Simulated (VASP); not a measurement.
# Zr3SeS2 (Cmmm) in VASP: notebook, part 2 of 2

VASP 6.6.1.

## Step 3: Single point, PBE

This run uses another cell than the first one, of 22.68 Å³/atom, 1.017 times its volume.

INCAR reads:

```
PREC = Accurate
ENCUT = 520
EDIFF = 1E-6
ISMEAR = 0
SIGMA = 0.1
LREAL = False
LASPH = True
NELM = 60
ALGO = Normal
ISIF = 2
LWAVE = False
LCHARG = False
GGA = PE
NBANDS = 36
```

KPOINTS reads:

```
Automatic mesh
0
Gamma
  4 4 4
```

POSCAR reads:

```
Zr3SeS2
1.0
    3.1173772580     -5.6676832289      0.0000000000
    3.1173772580      5.6676832289      0.0000000000
    0.0000000000      0.0000000000      3.8507426621
Zr Se S
3 1 2
Direct
    0.0000000000      0.5000000000      0.0000000000
    0.5000000000      0.0000000000      0.0000000000
    0.5000000000      0.5000000000      0.5000000000
    0.0000000000      0.0000000000      0.5000000000
    0.2815304700      0.7184695300      0.5000000000
    0.7184695300      0.2815304700      0.5000000000
```

Potentials or basis: VASP PAW PBE potentials, release 64 (Zr_sv, Se, S).

Run with:

```bash
cat potpaw_PBE.64/Zr_sv/POTCAR potpaw_PBE.64/Se/POTCAR potpaw_PBE.64/S/POTCAR > POTCAR
mpirun -np 1 vasp_std > vasp.out
```

OUTCAR:

```text
PREC = Accurate
   ENCUT = 520
   EDIFF = 1E-6
   ISMEAR = 0
   LREAL = False
   LASPH = True
   NELM = 60
   ISIF = 2
   GGA = PE

 ion  position               nearest neighbor table
   1  0.000  0.500  0.000-   5 2.50   6 2.50   5 2.50   6 2.50   2 3.12   2 3.12   3 3.76   3 3.76
                             3 3.76   3 3.76
   2  0.500  0.000  0.000-   5 2.50   6 2.50   5 2.50   6 2.50   1 3.12   1 3.12   3 3.76   3 3.76
                             3 3.76   3 3.76
   3  0.500  0.500  0.500-   5 2.48   6 2.48   4 3.12   4 3.12   1 3.76   1 3.76   2 3.76   2 3.76
                             2 3.76   1 3.76   1 3.76   2 3.76
   4  0.000  0.000  0.500-   3 3.12   3 3.12
   5  0.282  0.718  0.500-   3 2.48   2 2.50   1 2.50   1 2.50   2 2.50
   6  0.718  0.282  0.500-   3 2.48   2 2.50   1 2.50   1 2.50   2 2.50

  LATTYP: Found a base centered orthorhombic cell.
 ALAT       =     6.2347545160
 B/A-ratio  =     1.8180934676
 C/A-ratio  =     0.6176253856

  Lattice vectors:

 A1 = (   3.1173772580,  -5.6676832289,   0.0000000000)
 A2 = (   3.1173772580,   5.6676832289,   0.0000000000)
 A3 = (   0.0000000000,   0.0000000000,   3.8507426621)

Analysis of symmetry for initial positions (statically):
=====================================================================
 Subroutine PRICEL returns:
 Original cell was already a primitive cell.

 Routine SETGRP: Setting up the symmetry group for a
 base centered orthorhombic supercell.

 Subroutine GETGRP returns: Found  8 space group operations
 (whereof  8 operations were pure point group operations)
 out of a pool of  8 trial point group operations.

The static configuration has the point symmetry D_2h.

Analysis of symmetry for dynamics (positions and initial velocities):
=====================================================================
 Subroutine PRICEL returns:
 Original cell was already a primitive cell.

 Routine SETGRP: Setting up the symmetry group for a
 base centered orthorhombic supercell.

 Subroutine GETGRP returns: Found  8 space group operations
[... 129 lines left out ...]
  Fermi-wavevector in a.u.,A,eV,Ry     =   1.203048  2.273431 19.692044  1.447324
  Thomas-Fermi vector in A             =   2.338812
   LORBIT       =      0    0 simple, 1 ext, 2 COOP (PROOUT), +10 PAW based schemes
   GGA     = PE    functional components
   LHFCALC =     F    Hartree Fock is set to
   AEXX    =    0.0000 exact exchange contribution
   IVDW    =     0    specifies the selected vdW correction
   LEPSILON=     F    determine dielectric tensor
   LRPA    =     F    only Hartree local field effects (RPA)
 non-spin polarized calculation
 Gauss-broadening in eV      SIGMA  =   0.10
  energy-cutoff  :      520.00
  volume of cell :      136.07
 maximum number of plane-waves:      3686
   NGX = 25   NGY = 25   NGZ = 15

 number of electron      53.9999997 magnetization

 Free energy of the ion-electron system (eV)
  ---------------------------------------------------
  ext. energy  EPLUGINS =         0.00000000
  ---------------------------------------------------
  free energy    TOTEN  =       -41.50495152 eV

  energy without entropy =      -41.49198907  energy(sigma->0) =      -41.49847030

 E-fermi :   7.3264     XC(G=0): -10.2377

 val. band max:        7.3185721602   @ k =  -0.2500   0.2500   0.2500
 cond. band min:       7.3926934669   @ k =   0.5000   0.0000   0.0000
 fundamental gap:      0.0741213067
 Fermi energy:         7.3264251004

 k-point     1 :       0.0000    0.0000    0.0000
  band No.  band energies     occupation
      1     -42.4045      2.00000
      2     -42.3838      2.00000
      3     -42.3208      2.00000
      4     -20.8909      2.00000
      5     -20.5622      2.00000
      6     -20.5580      2.00000
[... 808 lines left out ...]
     35       9.8560      0.00000
     36      10.2783      0.00000

------------------------ aborting loop because EDIFF is reached ----------------------------------------

  FORCE on cell =-STRESS in cart. coord.  units (eV):
  Direction    XX          YY          ZZ          XY          YZ          ZX
  --------------------------------------------------------------------------------------
  -------------------------------------------------------------------------------------
  Total        0.0190719      0.0104968     -0.0121023      0.0000000      0.0000000      0.0000000
  in kB        0.2245619      0.1235942     -0.1424975      0.0000000      0.0000000      0.0000000
  external PRESSURE =       0.0685529 kB  Pullay stress =       0.0000000 kB

 VOLUME and BASIS-vectors are now :
 -----------------------------------------------------------------------------
  energy-cutoff  :      520.00
  volume of cell :      136.07
      direct lattice vectors                 reciprocal lattice vectors
     3.117377258 -5.667683229  0.000000000     0.160391239 -0.088219468  0.000000000
     3.117377258  5.667683229  0.000000000     0.160391239  0.088219468  0.000000000
     0.000000000  0.000000000  3.850742662     0.000000000  0.000000000  0.259690166

 POSITION                                       TOTAL-FORCE (eV/Angst)
 -----------------------------------------------------------------------------------
      1.55869      2.83384      0.00000        -0.000000      0.000000      0.000000
      1.55869     -2.83384      0.00000        -0.000000      0.000000      0.000000
      3.11738      0.00000      1.92537        -0.000000      0.000000      0.000000
      0.00000      0.00000      1.92537         0.000000      0.000000      0.000000
      3.11738      2.47643      1.92537        -0.000000      0.005593      0.000000
      3.11738     -2.47643      1.92537        -0.000000     -0.005593      0.000000
 -----------------------------------------------------------------------------------
    total drift:                               -0.000000      0.000000      0.000000

  FREE ENERGIE OF THE ION-ELECTRON SYSTEM (eV)
  ---------------------------------------------------
  free  energy   TOTEN  =       -41.5049515209 eV

  energy  without entropy=      -41.4919890736  energy(sigma->0) =      -41.49847030
```

OSZICAR:

```text
N       E                     dE             d eps       ncg     rms          rms(c)
DAV:   1     0.483396912037E+03    0.48340E+03   -0.27243E+04  1528   0.142E+03
DAV:   2    -0.244507099448E+01   -0.48584E+03   -0.47490E+03  1812   0.384E+02
DAV:   3    -0.416078358005E+02   -0.39163E+02   -0.38669E+02  2324   0.899E+01
DAV:   4    -0.447257225316E+02   -0.31179E+01   -0.31061E+01  2336   0.217E+01
DAV:   5    -0.448740384185E+02   -0.14832E+00   -0.14823E+00  2072   0.387E+00    0.244E+01
DAV:   6    -0.416160933631E+02    0.32579E+01   -0.10642E+01  1752   0.135E+01    0.113E+01
DAV:   7    -0.415298969705E+02    0.86196E-01   -0.18531E+00  2384   0.515E+00    0.504E+00
DAV:   8    -0.415199658173E+02    0.99312E-02   -0.40513E-01  1980   0.259E+00    0.191E+00
DAV:   9    -0.415059638549E+02    0.14002E-01   -0.16710E-01  1940   0.169E+00    0.424E-01
DAV:  10    -0.415046039996E+02    0.13599E-02   -0.13206E-02  2112   0.542E-01    0.284E-01
DAV:  11    -0.415049882399E+02   -0.38424E-03   -0.17082E-03  2184   0.213E-01    0.695E-02
DAV:  12    -0.415049505389E+02    0.37701E-04   -0.40940E-04  2040   0.900E-02    0.388E-02
DAV:  13    -0.415049516242E+02   -0.10853E-05   -0.30335E-05  1888   0.290E-02    0.741E-03
DAV:  14    -0.415049515209E+02    0.10330E-06   -0.40405E-06  1672   0.976E-03
   1 F= -.41504952E+02 E0= -.41498470E+02  d E =-.129624E-01
```

Wall time 1.9 min (1 thread of Intel Xeon Platinum 8175M at 2.50GHz (Skylake/Cascade Lake), shared host); peak memory 0.3 GiB.

Results:

- Free energy: -41.5050 eV
- Pressure: 0.0 GPa
- Largest force: 0.006 eV/Å
- Band gap on the k mesh: zero (band 27 reaches 7.82 eV, above the bottom of band 28 at 6.88 eV)

Forces on the atoms (eV/Å):
```
Zr   0.000  0.000  0.000
Zr   0.000  0.000  0.000
Zr   0.000  0.000  0.000
Se   0.000  0.000  0.000
S    0.000  0.006  0.000
S    0.000 -0.006  0.000
```

Caveat: the k points lie up to 0.41 Å⁻¹ apart.

## Step 4: Single point, PBE

This run uses another cell than the first one, of 22.68 Å³/atom, 1.017 times its volume.

INCAR is that of step 3.

KPOINTS is that of step 3.

POSCAR reads:

```
Zr3SeS2
1.0
    3.1173772659     -5.6676831896      0.0000000000
    3.1173772659      5.6676831896      0.0000000000
    0.0000000000      0.0000000000      3.8507426585
Zr Se S
3 1 2
Direct
    0.0000000000      0.5000000000      0.0000000000
    0.5000000000      0.0000000000      0.0000000000
    0.5000000000      0.5000000000      0.5000000000
    0.0000000000      0.0000000000      0.5000000000
    0.2815304691      0.7184695309      0.5000000000
    0.7184695309      0.2815304691      0.5000000000
```

Run with:

```bash
cat potpaw_PBE.64/Zr_sv/POTCAR potpaw_PBE.64/Se/POTCAR potpaw_PBE.64/S/POTCAR > POTCAR
mpirun -np 1 vasp_std > vasp.out
```

It took 100 s on 1 thread of Intel Xeon 6975P-C, shared host; peak memory 0.3 GiB.

Results (log left out):

```yaml
Free_energy: -41.5050 eV
Pressure: 0.0 GPa
Largest_force: 0.006 eV/Å
Band_gap_on_the_k_mesh: zero (band 27 reaches 7.82 eV, above the bottom of band 28 at 6.88 eV)
```

Forces in eV/Å, atoms in the order of the input:
```
Zr   0.000  0.000  0.000
Zr   0.000  0.000  0.000
Zr   0.000  0.000  0.000
Se   0.000  0.000  0.000
S    0.000  0.006  0.000
S    0.000 -0.006  0.000
```

Levels at points of the mesh, in eV from the Fermi level:
```tsv
k point	band 23	band 24	band 25	band 26	band 27	band 28	band 29	band 30	band 31	band 32
(0.00, 0.00, 0.00)	-2.28	-1.70	-0.96	-0.76	-0.56	-0.40	-0.33	0.16	0.94	1.28
(0.50, 0.00, 0.00)	-2.59	-1.39	-1.25	-0.31	0.07	0.21	0.51	0.69	0.78	1.39
(0.50, 0.50, 0.00)	-2.77	-2.57	-1.37	-1.27	0.50	0.64	0.91	0.94	1.10	1.23
(0.00, 0.00, 0.50)	-2.80	-1.67	-0.77	-0.31	-0.06	0.23	0.67	0.98	1.08	1.15
(0.50, 0.00, 0.50)	-3.38	-1.64	-1.20	-0.86	0.18	0.54	0.70	1.04	1.15	1.25
(0.50, 0.50, 0.50)	-2.23	-2.05	-1.34	-1.04	-0.94	-0.44	0.36	0.44	1.23	1.68
```

Caveat: the k points lie up to 0.41 Å⁻¹ apart.

## Step 5: Single point, PBE

This run uses another cell than the first one, of 22.69 Å³/atom, 1.018 times its volume.

INCAR reads:

```
SYSTEM = Zr3SeS2
PREC = Accurate ; ENCUT = 520
EDIFF = 1E-6 ; ISMEAR = 0
SIGMA = 0.1 ; LREAL = .False.
LASPH = .True. ; NELM = 100
ALGO = Normal ; ISIF = 2
LWAVE = .False. ; LCHARG = .False.
GGA = PE ; NBANDS = 36
```

KPOINTS reads:

```
Automatic mesh
0
Gamma
  8 8 10
  0 0 0
```

POSCAR reads:

```
Zr3SeS2
1.0
    3.1188923551     -5.6648423117      0.0000000000
    3.1188923551      5.6648423117      0.0000000000
    0.0000000000      0.0000000000      3.8531705155
Zr Se S
3 1 2
Direct
    0.0000000000      0.5000000000      0.0000000000
    0.5000000000      0.0000000000      0.0000000000
    0.5000000000      0.5000000000      0.5000000000
    0.0000000000      0.0000000000      0.5000000000
    0.2814218839      0.7185781161      0.5000000000
    0.7185781161      0.2814218839      0.5000000000
```

Run with:

```bash
cat potpaw_PBE.64/Zr_sv/POTCAR potpaw_PBE.64/Se/POTCAR potpaw_PBE.64/S/POTCAR > POTCAR
mpirun -np 1 vasp_std > vasp.out
```

It took 9.6 min on 1 thread of Intel Xeon 6975P-C, shared host; peak memory 0.62 GiB.

The run converged. Its results:

| Item | Value |
| --- | --- |
| Free energy | -41.4554 eV |
| Pressure | 0.0 GPa |
| Largest force | 0.009 eV/Å |
| Band gap on the k mesh | zero (band 27 reaches 7.86 eV, above the bottom of band 28 at 6.88 eV) |

Forces on the atoms (eV/Å):
```
Zr   0.000  0.000  0.000
Zr   0.000  0.000  0.000
Zr   0.000  0.000  0.000
Se   0.000  0.000  0.000
S    0.000  0.009  0.000
S    0.000 -0.009  0.000
```

Levels at points of the mesh, in eV from the Fermi level:
```
           k point  band 25  band 26  band 27  band 28  band 29  band 30
(0.00, 0.00, 0.00)    -0.98    -0.80    -0.58    -0.42    -0.34     0.15
(0.50, 0.00, 0.00)    -1.29    -0.33     0.05     0.19     0.49     0.67
(0.50, 0.50, 0.00)    -1.40    -1.30     0.49     0.62     0.89     0.92
(0.00, 0.00, 0.50)    -0.79    -0.33    -0.09     0.21     0.65     0.96
(0.50, 0.00, 0.50)    -1.22    -0.88     0.15     0.51     0.68     1.02
(0.50, 0.50, 0.50)    -1.36    -1.07    -0.96    -0.46     0.34     0.42
```

## Step 6: Summary

| cell | k mesh | gap on the mesh (eV) | pressure (GPa) | largest force (eV/Å) |
| --- | --- | --- | --- | --- |
| a = 5.298, b = 5.298, c = 4.902 Å, angles 90.0, 90.0, 103.6°, 6 atoms | 4 × 4 × 4 | none | 16.8 | 13.69 |
| a = 6.468, b = 6.468, c = 3.851 Å, angles 90.0, 90.0, 122.4°, 6 atoms | 4 × 4 × 4 | none | 0.0 | 0.01 |
| a = 6.467, b = 6.467, c = 3.853 Å, angles 90.0, 90.0, 122.3°, 6 atoms | 8 × 8 × 10 | none | 0.0 | 0.01 |

Alike in all rows: task single point; level PBE; potentials or basis VASP PAW PBE potentials, release 64 (Zr_sv, Se, S); no spin polarisation; cutoff (eV) 520; smearing gaussian 0.1 eV.

Caveats: some runs use coarse meshes; forces of over 1 eV/Å act on the atoms, so gaps and moduli don't describe the material at rest (some runs).

Total energies depend on the potentials used, so only differences within one code and one set of settings carry meaning.
